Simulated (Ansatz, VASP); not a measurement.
Two plane-wave programs on ScF5

The input INCAR:

```
SYSTEM = ScF5
PREC     = Accurate       ! precision mode
ENCUT    = 520            ! plane-wave cutoff, eV
EDIFF    = 1E-6           ! SCF threshold, eV
ISMEAR   = 0              ! smearing method
SIGMA    = 0.1            ! smearing width, eV
LREAL    = .FALSE.        ! projectors in reciprocal space
LASPH    = .TRUE.         ! aspherical terms in the spheres
NELM     = 60             ! most SCF steps
ALGO     = Normal         ! electronic algorithm
ISIF     = 2              ! what is computed and relaxed
LWAVE    = .FALSE.        ! write WAVECAR
LCHARG   = .FALSE.        ! write CHGCAR
GGA      = PE             ! functional
NBANDS   = 32             ! bands
```

File KPOINTS:

```
regular mesh
0
G
  4 4 4
  0 0 0
```

Contents of POSCAR:

```
ScF5
1.0
    4.1808404800      0.0000000000      0.0000000000
    0.0000000000      4.1808404800      0.0000000000
    0.0000000000      0.0000000000      4.6289087200
Sc F
1 5
Direct
    0.5000000000      0.5000000000      0.0000000000
    0.0000000000      0.5000000000      0.0000000000
    0.5000000000      0.0000000000      0.0000000000
    0.0000000000      0.5000000000      0.5000000000
    0.5000000000      0.0000000000      0.5000000000
    0.0000000000      0.0000000000      0.0000000000
```

Input for Ansatz:

```yaml
crystal:
  lattice:
    - [4.18084048, 0.0, 0.0]
    - [0.0, 4.18084048, 0.0]
    - [0.0, 0.0, 4.62890872]
  atoms:
    - { symbol: Sc, position: [0.5, 0.5, 0.0] }
    - { symbol: F, position: [0.0, 0.5, 0.0] }
    - { symbol: F, position: [0.5, 0.0, 0.0] }
    - { symbol: F, position: [0.0, 0.5, 0.5] }
    - { symbol: F, position: [0.5, 0.0, 0.5] }
    - { symbol: F, position: [0.0, 0.0, 0.0] }
basis:
  ecutwfc: 420
kpoints:
  mp_grid: { grid: [4, 4, 4] }
hamiltonian:
  xc: pbe
scf:
  occupations: { method: gaussian, width: 0.1 }
  lower_state_search: "off"
output:
  forces: true
  stress: true
  eigenvalues: true
```

Alike in both runs: task single point; functional PBE; k mesh 4 × 4 × 4; occupations gaussian, width 0.1 eV; no spin polarisation.

|  | VASP | Ansatz |
| --- | --- | --- |
| version | VASP 6.6.1 | Ansatz 0.2.0 |
| potentials or method | VASP PAW PBE potentials, release 64 (Sc_sv, F), cutoff 520 eV | scalar-relativistic, plane waves, PAW |
| valence electrons in the cell | 46 | 46 |

```tsv
	VASP	Ansatz	Ansatz less VASP
gap on the k mesh at the Fermi level (eV)	none	none	-
pressure (GPa)	-2.3	-2.2	+0.11
traceless stress, the component that is largest in VASP (GPa)	1.86	2.17	+0.310
```

A gap of «none» marks a metal or a gap that the smearing closes.

The k mesh is coarse, so the values compare programs but aren't converged.
